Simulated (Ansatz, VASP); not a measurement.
# One calculation of MgO, two programs

```
Mg O
1.0
     0.00000    2.06094    2.06094
     2.06094    0.00000    2.06094
     2.06094    2.06094    0.00000
Mg O
1 1
Direct
  0.00000 0.00000 0.00000
  0.50000 0.50000 0.50000
```

Alike in both runs: task single point; functional PBEsol; k mesh 10 × 10 × 10; occupations gaussian, width 0.02 eV; no spin polarisation.

|  | VASP | Ansatz |
| --- | --- | --- |
| version | VASP 6.6.1 | Ansatz 0.2.0 |
| potentials or method | VASP PAW PBE potentials, release 64 (Mg, O), cutoff 600 eV | scalar-relativistic, plane waves, PAW |
| valence electrons in the cell | 8 | 16 |

|  | VASP | Ansatz | Ansatz less VASP |
| --- | --- | --- | --- |
| gap on the k mesh at the Fermi level (eV) | 5.29 | 5.28 | -0.005 |
| least direct gap on the mesh (eV) | 5.29 | 5.28 | -0.005 |
| pressure (GPa) | 11.4 | 12.0 | +0.62 |

VASP's potentials were made for PBE, not for PBEsol. VASP's potentials hold 8 valence electrons a cell and Ansatz's 16, so a difference there can come from the potentials and not from the codes.
